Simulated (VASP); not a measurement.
A run of VASP 6.6.1 is set up as follows.

Contents of INCAR:

```
PREC = Accurate
ENCUT = 520
EDIFF = 1E-8
ISMEAR = -1
SIGMA = 0.05
LREAL = F
LASPH = T
NELM = 200
ALGO = Normal
ISIF = 2
LWAVE = F
LCHARG = F
ISPIN = 2
MAGMOM = 2 0
LORBIT = 11
LMAXMIX = 4
GGA = PS
LEFG = T
NBANDS = 18
GGA_COMPAT = F
```

The input KPOINTS:

```
Automatic mesh
0
Gamma
  16 16 16
```

The input POSCAR:

```
CoO
1.0
    0.0000000000      2.1315000000      2.0888700000
    2.1315000000      0.0000000000      2.0888700000
    2.1315000000      2.1315000000      0.0000000000
Co O
1 1
Direct
    0.0000000000      0.0000000000      0.0000000000
    0.5000000000      0.5000000000      0.5000000000
```

Potentials or basis: VASP PAW PBE potentials, release 64 (Co, O).

The run is started by

```sh
$ cat potpaw_PBE.64/Co/POTCAR potpaw_PBE.64/O/POTCAR > POTCAR
$ mpirun -np 1 vasp_std > vasp.out
```

(1) Predict the net moment.

(2) Predict the pressure.

(3) Estimate the site moments.

## Answers

(1) 2.89 μB per cell.

(2) -8.2 GPa.

(3) Co +2.53; O +0.30 μB.

Caveat: the cell differs from its parent crystal (zz strain of -2 %); the cell stands under tension; without QUAD_EFG the Cq values of the log hold for a quadrupole moment of 1 mb, not for the nuclei; the PAW data sets were made with another functional, which shifts forces and pressure a little; a cell with one magnetic atom can't hold antiferromagnetic order, which such compounds often take.
